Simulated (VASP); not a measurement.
# Si2B in VASP: single point with PBE+D3(BJ)

Aim: the single point of Si2B with PBE+D3(BJ).

Program: VASP 6.6.1. These are calculated values, not measurements. Logs are shortened: lines on timing, memory, paths and dates and some standing lists are left out, and cuts for length are marked.

## (1) The cell of the first run

The cell holds a sheet with vacuum, 6 atoms: a = 3.137 Å, b = 3.137 Å, c = 37.882 Å, α = 90.00°, β = 90.00°, γ = 120.00°.

## (2) Single point, PBE+D3(BJ)

Contents of POSCAR:

```
Si2B
1.0
    3.1367442147     -0.0000000036      0.0000000000
   -1.5683721042      2.7165001769      0.0000000000
    0.0000000000      0.0000000000     37.8816948800
Si B
4 2
Direct
    0.3333333333      0.6666666667      0.2071692493
    0.6666666667      0.3333333333      0.2629529366
    0.6666666667      0.3333333333      0.3735861807
    0.3333333333      0.6666666667      0.3178024934
    0.0000000000      0.0000000000      0.2370887100
    0.0000000000      0.0000000000      0.3436667200
```

Contents of INCAR.step1:

```
PREC     = Accurate       # precision mode
ENCUT    = 520            # plane-wave cutoff, eV
EDIFF    = 1E-7           # SCF threshold, eV
ISMEAR   = 0              # smearing method
SIGMA    = 0.1            # smearing width, eV
LREAL    = False          # projectors in reciprocal space
LASPH    = True           # aspherical terms in the spheres
NELM     = 100            # most SCF steps
ALGO     = Normal         # electronic algorithm
ISIF     = 2              # what is computed and relaxed
LWAVE    = False          # write WAVECAR
LCHARG   = True           # write CHGCAR
LDIPOL   = True         
IDIPOL   = 3            
DIPOL    = 0.5 0.5 0.290
GGA      = PE             # functional
IVDW     = 12             # dispersion correction
NBANDS   = 20             # bands
```

Contents of KPOINTS.step1:

```
Automatic mesh
0
Gamma
  15 15 1
```

Contents of INCAR.step2:

```
PREC     = Accurate       # precision mode
ENCUT    = 520            # plane-wave cutoff, eV
EDIFF    = 1E-7           # SCF threshold, eV
ISMEAR   = -5             # smearing method
SIGMA    = 0.1            # smearing width, eV
LREAL    = False          # projectors in reciprocal space
LASPH    = True           # aspherical terms in the spheres
NELM     = 100            # most SCF steps
ALGO     = Normal         # electronic algorithm
ISIF     = 2              # what is computed and relaxed
LWAVE    = False          # write WAVECAR
LCHARG   = False          # write CHGCAR
LDIPOL   = True         
IDIPOL   = 3            
DIPOL    = 0.5 0.5 0.290
GGA      = PE             # functional
IVDW     = 12             # dispersion correction
LORBIT   = 11             # projections on sites
NBANDS   = 20             # bands
NEDOS    = 1001           # points of the DOS
ICHARG   = 11             # starting density
```

Contents of KPOINTS.step2:

```
Automatic mesh
0
Gamma
  23 23 1
```

Potentials or basis: VASP PAW PBE potentials, release 64 (Si, B).

Command:

```bash
> cat potpaw_PBE.64/Si/POTCAR potpaw_PBE.64/B/POTCAR > POTCAR
> cp INCAR.step1 INCAR
> cp KPOINTS.step1 KPOINTS
> mpirun -np 1 vasp_std > vasp.out
> cp INCAR.step2 INCAR
> cp KPOINTS.step2 KPOINTS
> mpirun -np 1 vasp_std > vasp.out
```

OUTCAR:

```text
PREC = Accurate
   ENCUT = 520
   EDIFF = 1E-7
   ISMEAR = -5
   LREAL = False
   LASPH = True
   NELM = 100
   ISIF = 2
   GGA = PE
   IVDW = 12
   LORBIT = 11
   ICHARG = 11
 IVDW          = 12

 ion  position               nearest neighbor table
   1  0.333  0.667  0.207-   5 2.14   5 2.14   5 2.14   2 2.78   2 2.78   2 2.78
   2  0.667  0.333  0.263-   5 2.06   5 2.06   5 2.06   4 2.76   4 2.76   4 2.76   1 2.78   1 2.78
                             1 2.78
   3  0.667  0.333  0.374-   6 2.14   6 2.14   6 2.14   4 2.78   4 2.78   4 2.78
   4  0.333  0.667  0.318-   6 2.06   6 2.06   6 2.06   2 2.76   2 2.76   2 2.76   3 2.78   3 2.78
                             3 2.78
   5  0.000  0.000  0.237-   2 2.06   2 2.06   2 2.06   1 2.14   1 2.14   1 2.14
   6  0.000  0.000  0.344-   4 2.06   4 2.06   4 2.06   3 2.14   3 2.14   3 2.14

  LATTYP: Found a hexagonal cell.
 ALAT       =     3.1367442147
 C/A-ratio  =    12.0767561163

  Lattice vectors:

 A1 = (   3.1367442147,  -0.0000000036,   0.0000000000)
 A2 = (  -1.5683721042,   2.7165001769,   0.0000000000)
 A3 = (   0.0000000000,   0.0000000000,  37.8816948800)

Analysis of symmetry for initial positions (statically):
=====================================================================
 Subroutine PRICEL returns:
 Original cell was already a primitive cell.

 Routine SETGRP: Setting up the symmetry group for a
 hexagonal supercell.

 Subroutine GETGRP returns: Found 12 space group operations
 (whereof  6 operations were pure point group operations)
 out of a pool of 24 trial point group operations.

The static configuration has the point symmetry C_3v.
 The point group associated with its full space group is D_3d.

Analysis of symmetry for dynamics (positions and initial velocities):
=====================================================================
 Subroutine PRICEL returns:
 Original cell was already a primitive cell.

 Routine SETGRP: Setting up the symmetry group for a
 hexagonal supercell.

 Subroutine GETGRP returns: Found 12 space group operations
 (whereof  6 operations were pure point group operations)
 out of a pool of 24 trial point group operations.

The dynamic configuration has the point symmetry C_3v.
 The point group associated with its full space group is D_3d.

 Subroutine INISYM returns: Found 12 space group operations
 (whereof  6 operations are pure point group operations),
 and found     1 'primitive' translations

----------------------------------------------------------------------------------------

                                     Primitive cell

  volume of cell :     322.7886

  direct lattice vectors                    reciprocal lattice vectors
     3.136744215 -0.000000004  0.000000000     0.318801895  0.184060360  0.000000000
    -1.568372104  2.716500177  0.000000000     0.000000000  0.368120720  0.000000000
     0.000000000  0.000000000 37.881694880     0.000000000  0.000000000  0.026397974

  length of vectors
     3.136744215  3.136744215 37.881694880     0.368120720  0.368120720  0.026397974

  position of ions in fractional coordinates (direct lattice)
     0.333333333  0.666666667  0.207169249
     0.666666667  0.333333333  0.262952937
     0.666666667  0.333333333  0.373586181
     0.333333333  0.666666667  0.317802493
     0.000000000  0.000000000  0.237088710
     0.000000000  0.000000000  0.343666720

  ion indices of the primitive-cell ions
   primitive index   ion index
                 1           1
                 2           2
                 3           3
                 4           4
                 5           5
                 6           6

----------------------------------------------------------------------------------------

 KPOINTS: Automatic mesh

Automatic generation of k-mesh.
 Grid dimensions read from file:
 generate k-points for:   23   23    1

 Generating k-lattice:

  Cartesian coordinates                     Fractional coordinates (reciprocal lattice)
     0.013860952  0.008002624  0.000000000     0.043478261  0.000000000  0.000000000
     0.000000000  0.016005249  0.000000000    -0.000000000  0.043478261  0.000000000
     0.000000000  0.000000000  0.026397974     0.000000000  0.000000000  1.000000000

  Length of vectors
     0.016005249  0.016005249  0.026397974

  Shift w.r.t. Gamma in fractional coordinates (k-lattice)
     0.000000000  0.000000000  0.000000000

 TETIRR: Found    276 inequivalent tetrahedra from     3174

 Subroutine IBZKPT returns following result:
 ===========================================

 Found     56 irreducible k-points:

 Following reciprocal coordinates:
            Coordinates               Weight
  0.000000  0.000000  0.000000      1.000000
  0.043478  0.000000  0.000000      6.000000
  0.086957  0.000000  0.000000      6.000000
  0.130435  0.000000  0.000000      6.000000
  0.173913 -0.000000  0.000000      6.000000
  0.217391 -0.000000  0.000000      6.000000
[... 16 lines left out ...]
  0.478261  0.043478  0.000000      6.000000
  0.086957  0.086957  0.000000      6.000000
 [... further k-points ...]
   k-points           NKPTS =     56   k-points in BZ     NKDIM =     56   number of bands    NBANDS=     20
   number of dos      NEDOS =   1001   number of ions     NIONS =      6
   total plane-waves  NPLWV = 165888
   dimension x,y,z NGX =    24 NGY =   24 NGZ =  288
   dimension x,y,z NGXF=    48 NGYF=   48 NGZF=  576
   ions per type =               4   2
   NGX,Y,Z   is equivalent  to a cutoff of  12.72, 12.72, 12.64 a.u.
   NGXF,Y,Z  is equivalent  to a cutoff of  25.44, 25.44, 25.28 a.u.
 SYSTEM =  unknown system
   PREC   = accura    normal or accurate (medium, high low for compatibility)
   ISTART =      0    job   : 0-new  1-cont  2-samecut
   ICHARG =     11    charge: 1-file 2-atom 10-const
   ISPIN  =      1    spin polarized calculation?
   LNONCOLLINEAR =      F non collinear calculations
   LSORBIT =      F    spin-orbit coupling
   LASPH  =      T    aspherical Exc in radial PAW
   ENCUT  =  520.0 eV  38.22 Ry    6.18 a.u.   5.83  5.83 70.43*2*pi/ulx,y,z
   NELM   =    100;   NELMIN=  2; NELMDL=  0     # of ELM steps
   EDIFF  = 0.1E-06   stopping-criterion for ELM
   LREAL  =      F    real-space projection
   EDIFFG = 0.1E-05   stopping-criterion for IOM
   NSW    =      0    number of steps for IOM
   IBRION =     -1    ionic relax: 0-MD 1-quasi-New 2-CG
   NFREE  =      0    steps in history (QN), initial steepest desc. (CG)
   ISIF   =      2    stress and relaxation
   ISYM   =      2    0-nonsym 1-usesym 2-fastsym
   POTIM  = 0.5000    time-step for ionic-motion
   TEBEG  =    0.0;   TEEND  =   0.0 temperature during run
   PSTRESS=    0.0 pullay stress
   NELECT =      22.0000    total number of electrons
   NUPDOWN=      -1.0000    fix difference up-down
   EMIN   =  10.00;   EMAX   =-10.00  energy-range for DOS
   EFERMI =   0.00;   METHOD = LEGACY
   ISMEAR =    -5;   SIGMA  =   0.10  broadening in eV -4-tet -1-fermi 0-gaus
   EFERMI_NEDOS =   21; number of points for ismear=-14 and -15
   IALGO  =     38    algorithm
   IMIX   =      4    mixing-type and parameters
     AMIX     =   0.40;   BMIX     =  1.00
     AMIX_MAG =   1.60;   BMIX_MAG =  1.00
  volume/ion in A,a.u.               =      53.80       363.05
  Fermi-wavevector in a.u.,A,eV,Ry     =   0.668718  1.263694  6.084303  0.447184
  Thomas-Fermi vector in A             =   1.743715
   LORBIT       =     11    0 simple, 1 ext, 2 COOP (PROOUT), +10 PAW based schemes
   GGA     = PE    functional components
   LHFCALC =     F    Hartree Fock is set to
   AEXX    =    0.0000 exact exchange contribution
   IVDW    =    12    specifies the selected vdW correction
   LEPSILON=     F    determine dielectric tensor
   LRPA    =     F    only Hartree local field effects (RPA)
 non-spin polarized calculation
 Fermi weights with tetrahedron method with Bloechl corrections
  energy-cutoff  :      520.00
  volume of cell :      322.79
 maximum number of plane-waves:      8748
 NGX is ok and might be reduce to    24

 number of electron      22.0000000 magnetization

 dipolmoment           0.000000      0.000000      0.000065 electrons x Angstroem

 Free energy of the ion-electron system (eV)
  ---------------------------------------------------
  ext. energy  EPLUGINS =         0.00000000
  ---------------------------------------------------
  free energy    TOTEN  =       -32.06888043 eV

  energy without entropy =      -32.06888043  energy(sigma->0) =      -32.06888043

 E-fermi :  -1.9529     XC(G=0):  -2.9845

 val. band max:       -1.8759671526   @ k =   0.0000   0.0000   0.0000
 cond. band min:      -1.8759607895   @ k =   0.0000   0.0000   0.0000
 fundamental gap:      0.0000063630
 Fermi energy:        -1.9529060202

 k-point     1 :       0.0000    0.0000    0.0000
  band No.  band energies     occupation
      1     -16.4489      2.00000
      2     -15.7775      2.00000
      3     -12.1558      2.00000
      4      -9.8452      2.00000
      5      -6.3640      2.00000
      6      -3.2864      2.00000
[... 12 lines left out ...]
     19       3.4401      0.00000
     20       3.8541      0.00000

 k-point     2 :       0.0435    0.0000    0.0000
  band No.  band energies     occupation
      1     -16.4142      2.00000
      2     -15.7436      2.00000
      3     -12.1201      2.00000
      4      -9.8104      2.00000
      5      -6.3322      2.00000
      6      -3.2574      2.00000
[... 498 lines left out ...]
 k-point    24 :       0.0870    0.0870    0.0000
  band No.  band energies     occupation
      1     -16.0332      2.00000
      2     -15.3708      2.00000
      3     -11.7278      2.00000
      4      -9.4303      2.00000
      5      -5.9877      2.00000
      6      -3.8751      2.00000
[... 12 lines left out ...]
     19       3.5941      0.00000
     20       3.7520      0.00000

 [... further k-points ...]

------------------------ aborting loop because EDIFF is reached ----------------------------------------

 vacuum level on the upper side and lower side of the slab       (xc-potential included)        -0.016        -0.017

 Edisp (eV)   -1.63780

 E8    (eV) :    -0.6712

  FORCE on cell =-STRESS in cart. coord.  units (eV):
  Direction    XX          YY          ZZ          XY          YZ          ZX
  --------------------------------------------------------------------------------------
  -------------------------------------------------------------------------------------
  Total       0.04794     0.04794    -0.13079     0.00000     0.00000    -0.00000
  in kB       0.23794     0.23794    -0.64920     0.00000     0.00000    -0.00000
  external pressure =       -0.06 kB  Pullay stress =        0.00 kB

 VOLUME and BASIS-vectors are now :
 -----------------------------------------------------------------------------
  energy-cutoff  :      520.00
  volume of cell :      322.79
      direct lattice vectors                 reciprocal lattice vectors
     3.136744215 -0.000000004  0.000000000     0.318801895  0.184060360  0.000000000
    -1.568372104  2.716500177  0.000000000     0.000000000  0.368120720  0.000000000
     0.000000000  0.000000000 37.881694880     0.000000000  0.000000000  0.026397974

 POSITION                                       TOTAL-FORCE (eV/Angst)
 -----------------------------------------------------------------------------------
      0.00000      1.81100      7.84792         0.000000      0.000000      0.048027
      1.56837      0.90550      9.96110        -0.000000      0.000000     -0.076836
      1.56837      0.90550     14.15208        -0.000000      0.000000     -0.048027
      0.00000      1.81100     12.03890         0.000000     -0.000000      0.076836
      0.00000      0.00000      8.98132         0.000000      0.000000      0.015993
      0.00000      0.00000     13.01868         0.000000      0.000000     -0.015993
 -----------------------------------------------------------------------------------
    total drift:                                0.000000     -0.000000      0.002504

  FREE ENERGIE OF THE ION-ELECTRON SYSTEM (eV)
  ---------------------------------------------------
  free  energy   TOTEN  =       -33.7066819494 eV

  energy  without entropy=      -33.7066819494  energy(sigma->0) =      -33.70668195

 vacuum level on the upper side and lower side of the slab         3.183         3.182

 total charge

# of ion       s       p       d       tot
------------------------------------------
    1        0.865   0.711   0.000   1.576
    2        0.774   0.830   0.000   1.604
    3        0.865   0.711   0.000   1.576
    4        0.774   0.830   0.000   1.604
    5        0.689   1.307   0.000   1.995
    6        0.689   1.307   0.000   1.995
--------------------------------------------------
tot          4.655   5.696   0.000  10.351
```

It took 6.7 min on 1 thread of Intel Xeon Platinum 8488C (Sapphire Rapids), shared host; peak memory 0.57 GiB.

What came out:

```yaml
Valence_electrons_inside_the_program's_atomic_spheres: Si 1.58, 1.60 (each value once); B 2.00
Dispersion_energy_per_atom: -0.273 eV
```

Levels at points of the mesh, in eV from the Fermi level:
```
           k point  band 9  band 10  band 11  band 12  band 13  band 14
(0.00, 0.00, 0.00)    0.24     0.24     0.97     3.39     3.39     4.09
```
